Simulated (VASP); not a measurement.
Input of a VASP 6.6.1 run:

Contents of INCAR:

```
PREC = Accurate
ENCUT = 600
EDIFF = 1E-6
ISMEAR = 0
SIGMA = 0.1
LREAL = F
LASPH = T
NELM = 60
ALGO = Fast
ISIF = 3
LWAVE = F
LCHARG = F
GGA = PE
IBRION = 2
NSW = 100
EDIFFG = -0.01
```

The input KPOINTS:

```
regular mesh
0
Gamma
  12 12 12
```

The input POSCAR:

```
CuSn3
1.0
    0.0000000000      3.6281126871      3.6281126871
    3.6281126871      0.0000000000      3.6281126871
    3.6281126871      3.6281126871      0.0000000000
Cu Sn
1 3
Direct
    0.0000000000      0.0000000000      0.0000000000
    0.5000000000      0.5000000000      0.5000000000
    0.2500000000      0.2500000000      0.2500000000
    0.7500000000      0.7500000000      0.7500000000
```

Potentials or basis: VASP PAW PBE potentials, release 64 (Cu, Sn_d).

Launch:

```bash
$ cat potpaw_PBE.64/Cu/POTCAR potpaw_PBE.64/Sn_d/POTCAR > POTCAR
$ mpirun -np 1 vasp_std > vasp.out
```

(1) Estimate the space group after relaxing (to 0.1 Å).

(2) Predict the relaxed cell.

(3) Predict the band gap on the k mesh.

## Answers

(1) Fm-3m (No. 225).

(2) a = 5.139 Å, b = 5.139 Å, c = 5.139 Å, α = 60.00°, β = 60.00°, γ = 60.00°.

(3) zero (an odd number of electrons rules out a gap without spin polarisation).

Caveat: spin-orbit coupling is left out, which moves the levels of the heavy elements.
